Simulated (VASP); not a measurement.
Input of a VASP 6.6.1 run:

POSCAR

```
InSb
1.0
    0.0000000000      3.2391000000      3.2391000000
    3.2391000000      0.0000000000      3.2391000000
    3.2391000000      3.2391000000      0.0000000000
In Sb
1 1
Direct
    0.0000000000      0.0000000000      0.0000000000
    0.7500000000      0.7500000000      0.7500000000
```

INCAR.step1

```
SYSTEM = InSb
PREC = Accurate
ENCUT = 600
ISMEAR = -1
SIGMA = 0.1
LREAL = .FALSE.
LASPH = .TRUE.
NELM = 100
GGA = PE
ALGO = Normal
EDIFF = 1E-4
LWAVE = .TRUE.
LCHARG = .FALSE.
```

File INCAR.step2:

```
SYSTEM = InSb
PREC = Accurate
ENCUT = 600
EDIFF = 1E-6
ISMEAR = -1
SIGMA = 0.1
LREAL = .FALSE.
LASPH = .TRUE.
NELM = 100
ALGO = Normal
ISIF = 3
LWAVE = .FALSE.
LCHARG = .FALSE.
METAGGA = R2SCAN
LMIXTAU = .TRUE.
IBRION = 2
NSW = 100
EDIFFG = -0.002
ISTART = 1
```

File KPOINTS:

```
regular mesh
0
G
  12 12 12
  0 0 0
```

Potentials or basis: VASP PAW PBE potentials, release 64 (In_d, Sb).

Command:

```bash
$ cat potpaw_PBE.64/In_d/POTCAR potpaw_PBE.64/Sb/POTCAR > POTCAR
$ cp INCAR.step1 INCAR
$ mpirun -np 1 vasp_std > vasp.out
$ cp INCAR.step2 INCAR
$ mpirun -np 1 vasp_std > vasp.out
```

Question: What does it give for the space group after relaxing (to 0.1 Å)?

Answer: F-43m (No. 216).

Question: What does it give for the relaxed cell?

Answer: a = 4.637 Å, b = 4.637 Å, c = 4.637 Å, α = 60.00°, β = 60.00°, γ = 60.00°.

Question: Predict the relaxed volume.

Answer: 35.24 Å³/atom.

Final structure:
```
In Sb
1.0
     0.00000    3.27855    3.27855
     3.27855    0.00000    3.27855
     3.27855    3.27855    0.00000
In Sb
1 1
Direct
  0.00000 0.00000 0.00000
  0.75000 0.75000 0.75000
```

Caveat: the PAW data sets were made with another functional, which shifts forces and pressure a little. Zero-point motion and thermal expansion aren't in these numbers.
